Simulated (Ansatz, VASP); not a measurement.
## Two plane-wave programs on Zn2Ga

```
Zn Ga
1.0
     0.00000    3.70777    3.70777
     3.70777    0.00000    3.70777
     3.70777    3.70777    0.00000
Zn Ga
4 2
Cartesian
  0.9269 0.9269 0.9269
  0.9269 2.7808 2.7808
  2.7808 2.7808 0.9269
  2.7808 0.9269 2.7808
  3.7078 3.7078 3.7078
  5.5617 5.5617 5.5617
```

Alike in both runs: functional PBE; k mesh 10 × 10 × 10; occupations gaussian, width 0.1 eV; no spin polarisation.

Ansatz relaxed the structure, and its values are those at the end. VASP's run is a single point on that final structure, the one shown.

```csv
,VASP,Ansatz
version,VASP 6.6.1,Ansatz 0.2.0
potentials or method,"VASP PAW PBE potentials, release 64 (Zn, Ga_d), cutoff 520 eV","scalar-relativistic, plane waves, PAW"
valence electrons in the cell,74,74
```

VASP gave:

* gap on the k mesh at the Fermi level (eV): none
* pressure (GPa): 0.3

Task: What did Ansatz give for the same quantities?

Result: gap on the k mesh at the Fermi level (eV): none; pressure (GPa): 0.0.

A gap of «none» marks a metal or a gap that the smearing closes. The functional is the same, so the differences come from potentials, cutoffs and numerics.
